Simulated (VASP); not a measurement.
The system is Nb5Pd3.

```xyz
8
Lattice="0.0000 4.0775 4.0775 4.0775 0.0000 4.0775 4.0775 4.0775 0.0000" Properties=species:S:1:pos:R:3 pbc="T T T"
Nb    0.0000    0.0000    0.0000
Nb    2.0387    0.0000    2.0387
Nb    0.0000    2.0387    2.0387
Nb    2.0387    4.0775    2.0387
Nb    2.0387    2.0387    4.0775
Pd    2.0387    2.0387    0.0000
Pd    4.0775    2.0387    2.0387
Pd    4.0775    4.0775    4.0775
```

| Property | Result |
| --- | --- |
| Program | VASP 6.6.1 |
| Task | relaxation of volume and atoms at fixed shape |
| Functional | LDA |
| Potentials or basis | VASP PAW LDA potentials, release 64 (Nb_sv, Pd) |
| Cutoff | 500 eV |
| k mesh | 5 × 5 × 5 |
| Occupations | methfessel-paxton, width 0.05 eV |
| Spin | no spin polarisation |

At the start: pressure -10.9 GPa; volume 16.95 Å³/atom.

**Question.** Where does the relaxation end?

**Answer.** Over 4 steps the energy falls by 35.5 meV/atom and the volume is 15.97 Å³/atom (-5.8 %); space group R-3m (No. 166, to 0.1 Å) before and after.

Step by step:
```tsv
step	energy change (eV)	largest force (eV/Å)	pressure (GPa)	volume (Å³)
1	0.0000	0.0000	-10.91	135.59
2	0.8480	0.0000	29.60	114.17
3	-0.2835	0.0000	-0.46	127.97
4	-0.2839	0.0000	-0.06	127.72
```

Final structure:
```yaml
crystal:
  lattice:
    - [0.00000, 3.99713, 3.99713]
    - [3.99713, 0.00000, 3.99713]
    - [3.99713, 3.99713, 0.00000]
  atoms:
    - { symbol: Nb, position: [0.00000, 0.00000, 0.00000] }
    - { symbol: Nb, position: [0.00000, 0.50000, 0.00000] }
    - { symbol: Nb, position: [0.50000, 0.00000, 0.00000] }
    - { symbol: Nb, position: [0.50000, 0.00000, 0.50000] }
    - { symbol: Nb, position: [0.50000, 0.50000, 0.00000] }
    - { symbol: Pd, position: [0.00000, 0.00000, 0.50000] }
    - { symbol: Pd, position: [0.00000, 0.50000, 0.50000] }
    - { symbol: Pd, position: [0.50000, 0.50000, 0.50000] }
```
